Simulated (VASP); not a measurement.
# TiCo2 (Fd-3m) in VASP: further runs

Runs on TiCo2. Level: LDA. Tasks: single point.

Everything below comes from runs of VASP 6.6.1. Logs are shortened: lines on timing, memory, paths and dates and some standing lists are left out, and cuts for length are marked.

## 1. The cell of the first run

The structure is cubic, space group Fd-3m (No. 227). The conventional cell has a = 6.451 Å, b = 6.451 Å, c = 6.451 Å, α = 90.00°, β = 90.00°, γ = 90.00°. Within 3.5 Å of Ti (site symmetry -43m) lie 12 Co at 2.67 Å and 4 Ti at 2.79 Å. Within 3.0 Å of Co (site symmetry -3m) lie 6 Co at 2.28 Å and 6 Ti at 2.67 Å.

## 2. Single point, LDA (11.19 Å³/atom)

Contents of INCAR:

```
PREC     = Accurate       # precision mode
ENCUT    = 550            # plane-wave cutoff, eV
EDIFF    = 1E-6           # SCF threshold, eV
ISMEAR   = -1             # smearing method
SIGMA    = 0.15           # smearing width, eV
LREAL    = False          # projectors in reciprocal space
LASPH    = True           # aspherical terms in the spheres
NELM     = 300            # most SCF steps
ALGO     = All            # electronic algorithm
ISIF     = 2              # what is computed and relaxed
LWAVE    = False          # write WAVECAR
LCHARG   = False          # write CHGCAR
NBANDS   = 39             # bands
GGA_COMPAT= False        
ISEARCH  = 1            
KPAR     = 4
```

Contents of KPOINTS:

```
Automatic mesh
0
Gamma
  10 10 10
```

Contents of POSCAR:

```
TiCo2
1.0
    0.0000000000      3.2256218286      3.2256218286
    3.2256218286      0.0000000000      3.2256218286
    3.2256218286      3.2256218286      0.0000000000
Ti Co
2 4
Direct
    0.5000000000      0.5000000000      0.5000000000
    0.7500000000      0.7500000000      0.7500000000
    0.1250000000      0.1250000000      0.1250000000
    0.6250000000      0.1250000000      0.1250000000
    0.1250000000      0.1250000000      0.6250000000
    0.1250000000      0.6250000000      0.1250000000
```

Potentials or basis: VASP PAW LDA potentials, release 64 (Ti_sv, Co).

Run with:

```console
cat potpaw_LDA.64/Ti_sv/POTCAR potpaw_LDA.64/Co/POTCAR > POTCAR
mpirun -np 4 vasp_std > vasp.out
```

OUTCAR:

```text
PREC = Accurate
   ENCUT = 550
   EDIFF = 1E-6
   ISMEAR = -1
   LREAL = False
   LASPH = True
   NELM = 300
   ISIF = 2

 ion  position               nearest neighbor table
   1  0.500  0.500  0.500-   3 2.67   5 2.67   6 2.67   3 2.67   4 2.67   5 2.67   3 2.67   4 2.67
                             6 2.67   4 2.67   5 2.67   6 2.67   2 2.79   2 2.79   2 2.79   2 2.79
   2  0.750  0.750  0.750-   4 2.67   5 2.67   6 2.67   3 2.67   4 2.67   6 2.67   3 2.67   4 2.67
                             5 2.67   3 2.67   5 2.67   6 2.67   1 2.79   1 2.79   1 2.79   1 2.79
   3  0.125  0.125  0.125-   4 2.28   5 2.28   6 2.28   5 2.28   6 2.28   4 2.28   1 2.67   2 2.67
                             1 2.67   2 2.67   1 2.67   2 2.67
   4  0.625  0.125  0.125-   3 2.28   5 2.28   6 2.28   3 2.28   5 2.28   6 2.28   2 2.67   1 2.67
                             1 2.67   2 2.67   2 2.67   1 2.67
   5  0.125  0.125  0.625-   3 2.28   3 2.28   4 2.28   6 2.28   6 2.28   4 2.28   1 2.67   2 2.67
                             1 2.67   2 2.67   1 2.67   2 2.67
   6  0.125  0.625  0.125-   3 2.28   5 2.28   3 2.28   4 2.28   5 2.28   4 2.28   2 2.67   1 2.67
                             2 2.67   2 2.67   1 2.67   1 2.67

  LATTYP: Found a face centered cubic cell.
 ALAT       =     6.4512436572

  Lattice vectors:

 A1 = (   0.0000000000,   3.2256218286,   3.2256218286)
 A2 = (   3.2256218286,   0.0000000000,   3.2256218286)
 A3 = (   3.2256218286,   3.2256218286,   0.0000000000)

Analysis of symmetry for initial positions (statically):
=====================================================================
 Subroutine PRICEL returns:
 Original cell was already a primitive cell.

 Routine SETGRP: Setting up the symmetry group for a
 face centered cubic supercell.

 Subroutine GETGRP returns: Found 48 space group operations
 (whereof 24 operations were pure point group operations)
 out of a pool of 48 trial point group operations.

The static configuration has the point symmetry T_d .
 The point group associated with its full space group is O_h .

Analysis of symmetry for dynamics (positions and initial velocities):
=====================================================================
 Subroutine PRICEL returns:
 Original cell was already a primitive cell.

 Routine SETGRP: Setting up the symmetry group for a
 face centered cubic supercell.

 Subroutine GETGRP returns: Found 48 space group operations
 (whereof 24 operations were pure point group operations)
 out of a pool of 48 trial point group operations.

The dynamic configuration has the point symmetry T_d .
 The point group associated with its full space group is O_h .

 Subroutine INISYM returns: Found 48 space group operations
 (whereof 24 operations are pure point group operations),
 and found     1 'primitive' translations

----------------------------------------------------------------------------------------

                                     Primitive cell

  volume of cell :      67.1228

  direct lattice vectors                    reciprocal lattice vectors
     0.000000000  3.225621829  3.225621829    -0.155008872  0.155008872  0.155008872
     3.225621829  0.000000000  3.225621829     0.155008872 -0.155008872  0.155008872
     3.225621829  3.225621829  0.000000000     0.155008872  0.155008872 -0.155008872

  length of vectors
     4.561718137  4.561718137  4.561718137     0.268483241  0.268483241  0.268483241

  position of ions in fractional coordinates (direct lattice)
     0.500000000  0.500000000  0.500000000
     0.750000000  0.750000000  0.750000000
     0.125000000  0.125000000  0.125000000
     0.625000000  0.125000000  0.125000000
     0.125000000  0.125000000  0.625000000
     0.125000000  0.625000000  0.125000000

  ion indices of the primitive-cell ions
   primitive index   ion index
                 1           1
                 2           2
                 3           3
                 4           4
                 5           5
                 6           6

----------------------------------------------------------------------------------------

 KPOINTS: Automatic mesh

Automatic generation of k-mesh.
 Grid dimensions read from file:
 generate k-points for:   10   10   10

 Generating k-lattice:

  Cartesian coordinates                     Fractional coordinates (reciprocal lattice)
    -0.015500887  0.015500887  0.015500887     0.100000000  0.000000000  0.000000000
     0.015500887 -0.015500887  0.015500887     0.000000000  0.100000000  0.000000000
     0.015500887  0.015500887 -0.015500887     0.000000000  0.000000000  0.100000000

  Length of vectors
     0.026848324  0.026848324  0.026848324

  Shift w.r.t. Gamma in fractional coordinates (k-lattice)
     0.000000000  0.000000000  0.000000000

 Subroutine IBZKPT returns following result:
 ===========================================

 Found     47 irreducible k-points:

 Following reciprocal coordinates:
            Coordinates               Weight
  0.000000  0.000000  0.000000      1.000000
  0.100000  0.000000  0.000000      8.000000
  0.200000  0.000000  0.000000      8.000000
  0.300000  0.000000  0.000000      8.000000
  0.400000  0.000000  0.000000      8.000000
  0.500000  0.000000  0.000000      4.000000
[... 16 lines left out ...]
  0.300000  0.300000  0.000000      6.000000
  0.400000  0.300000  0.000000     24.000000
 [... further k-points ...]
   k-points           NKPTS =     47   k-points in BZ     NKDIM =     47   number of bands    NBANDS=     39
   number of dos      NEDOS =    301   number of ions     NIONS =      6
   total plane-waves  NPLWV =  46656
   dimension x,y,z NGX =    36 NGY =   36 NGZ =   36
   dimension x,y,z NGXF=    72 NGYF=   72 NGZF=   72
   ions per type =               2   4
   NGX,Y,Z   is equivalent  to a cutoff of  13.12, 13.12, 13.12 a.u.
   NGXF,Y,Z  is equivalent  to a cutoff of  26.24, 26.24, 26.24 a.u.
 SYSTEM =  unknown system
   PREC   = accura    normal or accurate (medium, high low for compatibility)
   ISTART =      0    job   : 0-new  1-cont  2-samecut
   ICHARG =      2    charge: 1-file 2-atom 10-const
   ISPIN  =      1    spin polarized calculation?
   LNONCOLLINEAR =      F non collinear calculations
   LSORBIT =      F    spin-orbit coupling
   LASPH  =      T    aspherical Exc in radial PAW
   ENCUT  =  550.0 eV  40.42 Ry    6.36 a.u.   8.72  8.72  8.72*2*pi/ulx,y,z
   NELM   =    300;   NELMIN=  2; NELMDL= -5     # of ELM steps
   EDIFF  = 0.1E-05   stopping-criterion for ELM
   LREAL  =      F    real-space projection
   EDIFFG = 0.1E-04   stopping-criterion for IOM
   NSW    =      0    number of steps for IOM
   IBRION =     -1    ionic relax: 0-MD 1-quasi-New 2-CG
   NFREE  =      0    steps in history (QN), initial steepest desc. (CG)
   ISIF   =      2    stress and relaxation
   ISYM   =      2    0-nonsym 1-usesym 2-fastsym
   POTIM  = 0.5000    time-step for ionic-motion
   TEBEG  =    0.0;   TEEND  =   0.0 temperature during run
   PSTRESS=    0.0 pullay stress
   NELECT =      60.0000    total number of electrons
   NUPDOWN=      -1.0000    fix difference up-down
   EMIN   =  10.00;   EMAX   =-10.00  energy-range for DOS
   EFERMI =   0.00;   METHOD = LEGACY
   ISMEAR =    -1;   SIGMA  =   0.15  broadening in eV -4-tet -1-fermi 0-gaus
   EFERMI_NEDOS =   21; number of points for ismear=-14 and -15
   IALGO  =     58    algorithm
   IMIX   =      4    mixing-type and parameters
     AMIX     =   0.40;   BMIX     =  1.00
     AMIX_MAG =   1.60;   BMIX_MAG =  1.00
  volume/ion in A,a.u.               =      11.19        75.49
  Fermi-wavevector in a.u.,A,eV,Ry     =   1.577012  2.980121 33.837259  2.486968
  Thomas-Fermi vector in A             =   2.677759
   LORBIT       =      0    0 simple, 1 ext, 2 COOP (PROOUT), +10 PAW based schemes
   GGA     = CA    functional components
   LHFCALC =     F    Hartree Fock is set to
   AEXX    =    0.0000 exact exchange contribution
   IVDW    =     0    specifies the selected vdW correction
   LEPSILON=     F    determine dielectric tensor
   LRPA    =     F    only Hartree local field effects (RPA)
 non-spin polarized calculation
  energy-cutoff  :      550.00
  volume of cell :       67.12
 maximum number of plane-waves:      1989
   NGX = 17   NGY = 17   NGZ = 17

 number of electron      60.0000030 magnetization

 Free energy of the ion-electron system (eV)
  ---------------------------------------------------
  ext. energy  EPLUGINS =         0.00000000
  ---------------------------------------------------
  free energy    TOTEN  =       -52.36687034 eV

  energy without entropy =      -51.79363207  energy(sigma->0) =      -52.08025121

 E-fermi :  11.1720     XC(G=0): -13.7422

 val. band max:       11.1700265036   @ k =   0.5000   0.5000   0.0000
 cond. band min:      11.1733023672   @ k =   0.5000   0.4000   0.1000
 fundamental gap:      0.0032758636
 Fermi energy:        11.1720103272

 k-point     1 :       0.0000    0.0000    0.0000
  band No.  band energies     occupation
      1     -45.0795      2.00000
      2     -44.9423      2.00000
      3     -21.8073      2.00000
      4     -21.8073      2.00000
      5     -21.8073      2.00000
      6     -21.5348      2.00000
[... 31 lines left out ...]
     38      12.7734      0.00005
     39      14.0588      0.00000

 k-point     2 :       0.1000    0.0000    0.0000
  band No.  band energies     occupation
      1     -45.0769      2.00000
      2     -44.9448      2.00000
      3     -21.8102      2.00000
      4     -21.8102      2.00000
      5     -21.8063      2.00000
      6     -21.5366      2.00000
[... 913 lines left out ...]
     38      13.6001      0.00000
     39      14.1884      0.00000

 k-point    24 :       0.4000    0.3000    0.0000
  band No.  band energies     occupation
      1     -45.0409      2.00000
      2     -44.9805      2.00000
      3     -21.8583      2.00000
      4     -21.8550      2.00000
      5     -21.7340      2.00000
      6     -21.6140      2.00000
[... 31 lines left out ...]
     38      13.5170      0.00000
     39      14.1929      0.00000

 [... further k-points ...]

------------------------ aborting loop because EDIFF is reached ----------------------------------------

  FORCE on cell =-STRESS in cart. coord.  units (eV):
  Direction    XX          YY          ZZ          XY          YZ          ZX
  --------------------------------------------------------------------------------------
  -------------------------------------------------------------------------------------
  Total        1.9250240      1.9250240      1.9250240      0.0000000      0.0000000     -0.0000000
  in kB       45.9490348     45.9490348     45.9490348      0.0000000      0.0000000     -0.0000000
  external PRESSURE =      45.9490348 kB  Pullay stress =       0.0000000 kB

 VOLUME and BASIS-vectors are now :
 -----------------------------------------------------------------------------
  energy-cutoff  :      550.00
  volume of cell :       67.12
      direct lattice vectors                 reciprocal lattice vectors
     0.000000000  3.225621829  3.225621829    -0.155008872  0.155008872  0.155008872
     3.225621829  0.000000000  3.225621829     0.155008872 -0.155008872  0.155008872
     3.225621829  3.225621829  0.000000000     0.155008872  0.155008872 -0.155008872

 POSITION                                       TOTAL-FORCE (eV/Angst)
 -----------------------------------------------------------------------------------
      3.22562      3.22562      3.22562        -0.000000     -0.000000     -0.000000
      4.83843      4.83843      4.83843         0.000000      0.000000      0.000000
      0.80641      0.80641      0.80641        -0.000000      0.000000     -0.000000
      0.80641      2.41922      2.41922        -0.000000      0.000000     -0.000000
      2.41922      2.41922      0.80641        -0.000000      0.000000     -0.000000
      2.41922      0.80641      2.41922        -0.000000      0.000000     -0.000000
 -----------------------------------------------------------------------------------
    total drift:                                0.000000      0.000000      0.000000

  FREE ENERGIE OF THE ION-ELECTRON SYSTEM (eV)
  ---------------------------------------------------
  free  energy   TOTEN  =       -52.3668703417 eV

  energy  without entropy=      -51.7936016829  energy(sigma->0) =      -52.08023601
```

Wall time 40 s (4 MPI ranks of Intel Xeon 6975P-C (Granite Rapids), shared host); peak memory 0.35 GiB.

What came out:

```
Free energy            : -52.3669 eV
Pressure               : 4.6 GPa
Band gap on the k mesh : zero (bands 30 and 31 overlap by 0.85 eV)
```

Levels at points of the mesh, in eV from the Fermi level:
| k point | band 28 | band 29 | band 30 | band 31 | band 32 | band 33 |
| --- | --- | --- | --- | --- | --- | --- |
| (0.00, 0.00, 0.00) | -0.69 | -0.61 | -0.61 | -0.61 | 0.92 | 0.92 |
| (0.50, 0.00, 0.00) | -0.40 | -0.40 | 0.13 | 0.13 | 0.64 | 0.64 |
| (0.50, 0.50, 0.00) | -0.62 | -0.57 | -0.57 | 0.00 | 0.00 | 0.99 |

Caveat: the cell stands under pressure; the run has no spin polarisation, though such a crystal can be magnetic.

[end of part 1 of 2]
